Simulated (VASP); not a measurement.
# BaTiO3 (R3m) in VASP: further runs

Runs on BaTiO3. Level: PBE. Tasks: relaxation of cell and atoms, relaxation of shape and atoms at fixed volume.

Program: VASP 6.6.1. These are calculated values, not measurements. Logs are shortened: lines on timing, memory, paths and dates and some standing lists are left out, and cuts for length are marked.

### Step 1. The cell of the first run

It takes space group R3m (No. 160, trigonal). The conventional cell has a = 5.726 Å, b = 5.726 Å, c = 7.069 Å, α = 90.00°, β = 90.00°, γ = 120.00°. Within 3.7 Å of Ba (site symmetry 3m) lie 12 O at 2.78 to 2.98 Å and 8 Ti at 3.43 to 3.63 Å. Within 2.5 Å of Ti (site symmetry 3m) lie 6 O at 1.87 to 2.21 Å. O (site symmetry m) has 2 Ti at 1.87 to 2.21 Å within 2.5 Å.

### Step 2. Relaxation of cell and atoms, PBE

Contents of INCAR:

```
ALGO = Normal
EDIFF = 1E-6
EDIFFG = -0.01
ENCUT = 600
GGA = PE
IBRION = 2
ISIF = 3
ISMEAR = 0
LASPH = True
LCHARG = False
LREAL = False
LWAVE = False
NELM = 60
NSW = 100
PREC = Accurate
SIGMA = 0.02
```

Contents of KPOINTS:

```
k-points
0
Gamma
  6 6 6
```

Contents of POSCAR:

```
BaTiO3
1.0
    2.8628964670      1.6528940459      2.3563485123
   -2.8628964670      1.6528940459      2.3563485123
    0.0000000000     -3.3057880917      2.3563485123
Ba Ti O
1 1 3
Direct
    0.0050105865      0.0050105865      0.0050105865
    0.5191677358      0.5191677358      0.5191677358
    0.4883657726      0.4883657726      0.9777901826
    0.4883657726      0.9777901826      0.4883657726
    0.9777901826      0.4883657726      0.4883657726
```

Potentials or basis: VASP PAW PBE potentials, release 64 (Ba_sv, Ti_sv, O).

On the command line:

```
$ cat potpaw_PBE.64/Ba_sv/POTCAR potpaw_PBE.64/Ti_sv/POTCAR potpaw_PBE.64/O/POTCAR > POTCAR
$ mpirun -np 1 vasp_std > vasp.out
```

OUTCAR:

```text
EDIFF = 1E-6
   EDIFFG = -0.01
   ENCUT = 600
   GGA = PE
   IBRION = 2
   ISIF = 3
   ISMEAR = 0
   LASPH = True
   LREAL = False
   NELM = 60
   NSW = 100
   PREC = Accurate

 ion  position               nearest neighbor table
   1  0.005  0.005  0.005-   4 2.78   5 2.78   3 2.78   4 2.87   5 2.87   5 2.87   4 2.87   3 2.87
                             3 2.87   5 2.98   4 2.98   3 2.98   2 3.43   2 3.48   2 3.48   2 3.48
   2  0.519  0.519  0.519-   3 1.87   4 1.87   5 1.87   3 2.21   4 2.21   5 2.21   1 3.43   1 3.48
                             1 3.48   1 3.48   1 3.54   1 3.54   1 3.54   1 3.63
   3  0.488  0.488  0.978-   2 1.87   2 2.21   1 2.78   1 2.87   1 2.87   1 2.98
   4  0.488  0.978  0.488-   2 1.87   2 2.21   1 2.78   1 2.87   1 2.87   1 2.98
   5  0.978  0.488  0.488-   2 1.87   2 2.21   1 2.78   1 2.87   1 2.87   1 2.98

  LATTYP: Found a trigonal (rhomboedric) cell.
 ALAT       =     4.0596321532
 COS(alpha) =     0.0053554353

  Lattice vectors:

 A1 = (   2.8628964670,   1.6528940459,   2.3563485123)
 A2 = (  -2.8628964670,   1.6528940459,   2.3563485123)
 A3 = (   0.0000000000,  -3.3057880917,   2.3563485123)

Analysis of symmetry for initial positions (statically):
=====================================================================
 Subroutine PRICEL returns:
 Original cell was already a primitive cell.

 Routine SETGRP: Setting up the symmetry group for a
 trigonal (rhombohedral) supercell.

 Subroutine GETGRP returns: Found  6 space group operations
 (whereof  6 operations were pure point group operations)
 out of a pool of 12 trial point group operations.

The static configuration has the point symmetry C_3v.

Analysis of symmetry for dynamics (positions and initial velocities):
=====================================================================
 Subroutine PRICEL returns:
 Original cell was already a primitive cell.

 Routine SETGRP: Setting up the symmetry group for a
 trigonal (rhombohedral) supercell.

 Subroutine GETGRP returns: Found  6 space group operations
 (whereof  6 operations were pure point group operations)
 out of a pool of 12 trial point group operations.

The dynamic configuration has the point symmetry C_3v.

 Subroutine INISYM returns: Found  6 space group operations
 (whereof  6 operations are pure point group operations),
 and found     1 'primitive' translations

----------------------------------------------------------------------------------------

                                     Primitive cell

  volume of cell :      66.9024

  direct lattice vectors                    reciprocal lattice vectors
     2.862896467  1.652894046  2.356348512     0.174648300  0.100833243  0.141461813
    -2.862896467  1.652894046  2.356348512    -0.174648300  0.100833243  0.141461813
     0.000000000 -3.305788092  2.356348512     0.000000000 -0.201666486  0.141461813

  length of vectors
     4.059632153  4.059632153  4.059632153     0.246334764  0.246334764  0.246334764

  position of ions in fractional coordinates (direct lattice)
     0.005010586  0.005010586  0.005010586
     0.519167736  0.519167736  0.519167736
     0.488365773  0.488365773  0.977790183
     0.488365773  0.977790183  0.488365773
     0.977790183  0.488365773  0.488365773

  ion indices of the primitive-cell ions
   primitive index   ion index
                 1           1
                 2           2
                 3           3
                 4           4
                 5           5

----------------------------------------------------------------------------------------

 KPOINTS: k-points

Automatic generation of k-mesh.
 Grid dimensions read from file:
 generate k-points for:    6    6    6

 Generating k-lattice:

  Cartesian coordinates                     Fractional coordinates (reciprocal lattice)
     0.029108050  0.016805540  0.023576969     0.166666667  0.000000000  0.000000000
    -0.029108050  0.016805540  0.023576969     0.000000000  0.166666667  0.000000000
     0.000000000 -0.033611081  0.023576969    -0.000000000 -0.000000000  0.166666667

  Length of vectors
     0.041055794  0.041055794  0.041055794

  Shift w.r.t. Gamma in fractional coordinates (k-lattice)
     0.000000000  0.000000000  0.000000000

 Subroutine IBZKPT returns following result:
 ===========================================

 Found     32 irreducible k-points:

 Following reciprocal coordinates:
            Coordinates               Weight
  0.000000  0.000000  0.000000      1.000000
  0.166667  0.000000 -0.000000      6.000000
  0.333333 -0.000000 -0.000000      6.000000
  0.500000 -0.000000 -0.000000      3.000000
  0.166667  0.166667 -0.000000      6.000000
  0.333333  0.166667 -0.000000     12.000000
[... 16 lines left out ...]
  0.500000  0.500000  0.166667      6.000000
 -0.333333  0.500000  0.166667     12.000000
 [... further k-points ...]
   k-points           NKPTS =     32   k-points in BZ     NKDIM =     32   number of bands    NBANDS=     24
   number of dos      NEDOS =    301   number of ions     NIONS =      5
   total plane-waves  NPLWV =  32768
   dimension x,y,z NGX =    32 NGY =   32 NGZ =   32
   dimension x,y,z NGXF=    64 NGYF=   64 NGZF=   64
   ions per type =               1   1   3
   NGX,Y,Z   is equivalent  to a cutoff of  13.10, 13.10, 13.10 a.u.
   NGXF,Y,Z  is equivalent  to a cutoff of  26.21, 26.21, 26.21 a.u.
 SYSTEM =  unknown system
   PREC   = accura    normal or accurate (medium, high low for compatibility)
   ISTART =      0    job   : 0-new  1-cont  2-samecut
   ICHARG =      2    charge: 1-file 2-atom 10-const
   ISPIN  =      1    spin polarized calculation?
   LNONCOLLINEAR =      F non collinear calculations
   LSORBIT =      F    spin-orbit coupling
   LASPH  =      T    aspherical Exc in radial PAW
   ENCUT  =  600.0 eV  44.10 Ry    6.64 a.u.   8.11  8.11  8.11*2*pi/ulx,y,z
   NELM   =     60;   NELMIN=  2; NELMDL= -5     # of ELM steps
   EDIFF  = 0.1E-05   stopping-criterion for ELM
   LREAL  =      F    real-space projection
   EDIFFG = -.1E-01   stopping-criterion for IOM
   NSW    =    100    number of steps for IOM
   IBRION =      2    ionic relax: 0-MD 1-quasi-New 2-CG
   NFREE  =      1    steps in history (QN), initial steepest desc. (CG)
   ISIF   =      3    stress and relaxation
   ISYM   =      2    0-nonsym 1-usesym 2-fastsym
   POTIM  = 0.5000    time-step for ionic-motion
   TEBEG  =    0.0;   TEEND  =   0.0 temperature during run
   PSTRESS=    0.0 pullay stress
   NELECT =      40.0000    total number of electrons
   NUPDOWN=      -1.0000    fix difference up-down
   EMIN   =  10.00;   EMAX   =-10.00  energy-range for DOS
   EFERMI =   0.00;   METHOD = LEGACY
   ISMEAR =     0;   SIGMA  =   0.02  broadening in eV -4-tet -1-fermi 0-gaus
   EFERMI_NEDOS =   21; number of points for ismear=-14 and -15
   IALGO  =     38    algorithm
   IMIX   =      4    mixing-type and parameters
     AMIX     =   0.40;   BMIX     =  1.00
     AMIX_MAG =   1.60;   BMIX_MAG =  1.00
  volume/ion in A,a.u.               =      13.38        90.30
  Fermi-wavevector in a.u.,A,eV,Ry     =   1.379159  2.606233 25.879365  1.902080
  Thomas-Fermi vector in A             =   2.504154
   LORBIT       =      0    0 simple, 1 ext, 2 COOP (PROOUT), +10 PAW based schemes
   GGA     = PE    functional components
   LHFCALC =     F    Hartree Fock is set to
   AEXX    =    0.0000 exact exchange contribution
   IVDW    =     0    specifies the selected vdW correction
   LEPSILON=     F    determine dielectric tensor
   LRPA    =     F    only Hartree local field effects (RPA)
 conjugate gradient relaxation of ions
 non-spin polarized calculation
 Gauss-broadening in eV      SIGMA  =   0.02
  energy-cutoff  :      600.00
  volume of cell :       66.90
 maximum number of plane-waves:      2272
   NGX = 17   NGY = 17   NGZ = 17

--------------------------------------- Ionic step        1  -------------------------------------------

 number of electron      39.9999998 magnetization

 Free energy of the ion-electron system (eV)
  ---------------------------------------------------
  ext. energy  EPLUGINS =         0.00000000
  ---------------------------------------------------
  free energy    TOTEN  =       -40.06218875 eV

  energy without entropy =      -40.06218875  energy(sigma->0) =      -40.06218875

------------------------ aborting loop because EDIFF is reached ----------------------------------------

  FORCE on cell =-STRESS in cart. coord.  units (eV):
  Direction    XX          YY          ZZ          XY          YZ          ZX
  --------------------------------------------------------------------------------------
  -------------------------------------------------------------------------------------
  Total        0.6057419      0.6057419      0.5620251      0.0000000      0.0000000      0.0000000
  in kB       14.5063026     14.5063026     13.4593731      0.0000000      0.0000000      0.0000000
  external PRESSURE =      14.1573261 kB  Pullay stress =       0.0000000 kB
[... 141 lines left out ...]
  energy  without entropy=      -40.0650499240  energy(sigma->0) =      -40.06504992

--------------------------------------- Ionic step        5  -------------------------------------------

 number of electron      39.9999995 magnetization

 Free energy of the ion-electron system (eV)
  ---------------------------------------------------
  ext. energy  EPLUGINS =         0.00000000
  ---------------------------------------------------
  free energy    TOTEN  =       -40.06514162 eV

  energy without entropy =      -40.06514162  energy(sigma->0) =      -40.06514162

 E-fermi :   3.4546     XC(G=0): -10.9543

 val. band max:        3.3534037085   @ k =   0.5000   0.5000   0.5000
 cond. band min:       5.9252767552   @ k =   0.0000   0.0000   0.0000
 fundamental gap:      2.5718730467
 Fermi energy:         3.4545531883

 k-point     1 :       0.0000    0.0000    0.0000
  band No.  band energies     occupation
      1     -52.9663      2.00000
      2     -29.2199      2.00000
      3     -29.2151      2.00000
      4     -29.2151      2.00000
      5     -21.5735      2.00000
      6     -13.3291      2.00000
[... 637 lines left out ...]
     23       7.3655      0.00000
     24       8.9047      0.00000

 [... further k-points ...]

------------------------ aborting loop because EDIFF is reached ----------------------------------------

  FORCE on cell =-STRESS in cart. coord.  units (eV):
  Direction    XX          YY          ZZ          XY          YZ          ZX
  --------------------------------------------------------------------------------------
  -------------------------------------------------------------------------------------
  Total        0.0130180      0.0130180     -0.0126098      0.0000000     -0.0000000     -0.0000000
  in kB        0.3085915      0.3085915     -0.2989148      0.0000000     -0.0000000     -0.0000000
  external PRESSURE =       0.1060894 kB  Pullay stress =       0.0000000 kB
[... 20 lines left out ...]
  FREE ENERGIE OF THE ION-ELECTRON SYSTEM (eV)
  ---------------------------------------------------
  free  energy   TOTEN  =       -40.0651416243 eV

  energy  without entropy=      -40.0651416243  energy(sigma->0) =      -40.06514162

 reached required accuracy - stopping structural energy minimisation
```

Wall time 1.9 min (1 thread of AMD EPYC 9R45 (Zen 5), shared host); peak memory 0.2 GiB.

What came out:

```
Free energy                           : -40.0651 eV
Relaxed volume                        : 13.52 Å³/atom
Relaxed cell                          : a = 4.073 Å, b = 4.073 Å, c = 4.073 Å, α = 89.69°, β = 89.69°, γ = 89.69°
Space group after relaxing (to 0.1 Å) : R3m (No. 160)
Energy gained by relaxing             : 0.6 meV/atom
Ionic steps                           : 5
Pressure after relaxing               : 0.0 GPa
Largest force after relaxing          : 0.010 eV/Å
Band gap on the k mesh                : 2.57 eV (least direct gap 3.12 eV)
```

Forces in eV/Å, atoms in the order of the input:
```
Ba   0.000  0.000 -0.007
Ti   0.000  0.000  0.010
O    0.000 -0.005 -0.001
O   -0.004  0.003 -0.001
O    0.004  0.003 -0.001
```

The path:
```
step  energy change (eV)  largest force (eV/Å)  pressure (GPa)  volume (Å³)
   1              0.0000                0.0817            1.42        66.90
   2              0.0006                0.1727           -1.45        68.05
   3             -0.0026                0.0467            0.04        67.44
   4             -0.0029                0.0250            0.03        67.52
   5             -0.0030                0.0095            0.01        67.59
```

Final structure:
```
CELL_PARAMETERS angstrom
2.87254 1.65846 2.36454
-2.87254 1.65846 2.36454
0.00000 -3.31693 2.36454
ATOMIC_POSITIONS crystal
Ba 0.00443 0.00443 0.00443
Ti 0.51935 0.51935 0.51935
O 0.48881 0.48881 0.97730
O 0.48881 0.97730 0.48881
O 0.97730 0.48881 0.48881
```

Levels at points of the mesh, in eV from the valence-band top:
| k point | band 17 | band 18 | band 19 | band 20 | band 21 | band 22 | band 23 | band 24 |
| --- | --- | --- | --- | --- | --- | --- | --- | --- |
| (0.00, 0.00, 0.00) | -0.97 | -0.70 | -0.55 | -0.55 | 2.57 | 2.57 | 2.74 | 4.44 |
| (0.50, 0.00, 0.00) | -1.60 | -1.51 | -1.05 | -0.88 | 2.72 | 3.69 | 3.83 | 4.40 |
| (0.50, 0.50, 0.00) | -1.58 | -0.92 | -0.84 | -0.09 | 3.78 | 3.79 | 4.09 | 4.82 |
| (0.50, 0.50, 0.50) | -2.33 | -0.03 | -0.03 | 0.00 | 4.12 | 4.34 | 4.34 | 6.34 |

Caveat: spin-orbit coupling is left out, which moves the levels of the heavy elements.

(Continued in part 2 of 2.)
